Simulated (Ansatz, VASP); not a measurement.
## One calculation of Zn, two programs

File INCAR:

```
SYSTEM = Zn
PREC = Accurate
ENCUT = 520
EDIFF = 1E-7
ISMEAR = -1
SIGMA = 0.03
LREAL = .FALSE.
LASPH = .TRUE.
NELM = 100
ALGO = Normal
ISIF = 2
LWAVE = .FALSE.
LCHARG = .TRUE.
GGA = PE
LELF = .TRUE.
LVHAR = .TRUE.
NBANDS = 19
```

KPOINTS

```
Automatic mesh
0
G
  18 18 8
  0 0 0
```

POSCAR

```
Zn
1.0
    2.6424037335      0.0000000000      0.0000000000
   -1.3212018667      2.2883887602      0.0000000000
    0.0000000000      0.0000000000      4.9051291270
Zn
2
Direct
    0.3333333333      0.6666666667      0.2500000000
    0.6666666667      0.3333333333      0.7500000000
```

Input for Ansatz:

```yaml
crystal:
  lattice:
    - [2.6424037335, 0.0, 0.0]
    - [-1.3212018667, 2.2883887602, 0.0]
    - [0.0, 0.0, 4.905129127]
  atoms:
    - { symbol: Zn, position: [0.3333333333, 0.6666666667, 0.25] }
    - { symbol: Zn, position: [0.6666666667, 0.3333333333, 0.75] }
kpoints:
  mp_grid: { grid: [18, 18, 8] }
scf:
  occupations: { method: fermi_dirac, width: 0.03 }
hamiltonian:
  xc: pbe
  pseudopotentials: { kind: all_electron, lapw: { basis_error: 0.00025 } }
output:
  forces: true
  stress: true
  eigenvalues: true
```

Change from the starting cell: volume scaled by 0.975.

Alike in both runs: task single point; functional PBE; k mesh 18 × 18 × 8; occupations fermi-dirac, width 0.03 eV; no spin polarisation.

|  | VASP | Ansatz |
| --- | --- | --- |
| version | VASP 6.6.1 | Ansatz 0.2.0 |
| potentials or method | VASP PAW PBE potentials, release 64 (Zn), cutoff 520 eV | all-electron LAPW, scalar-relativistic |

VASP gave:

* pressure (GPa): 1.9
* traceless stress, the component that is largest in VASP (GPa): 0.27

Problem. Estimate Ansatz's values.

Solution. Pressure (GPa): 1.6; traceless stress, the component that is largest in VASP (GPa): 0.40.

Ansatz ran all-electron here, and VASP with PAW potentials.
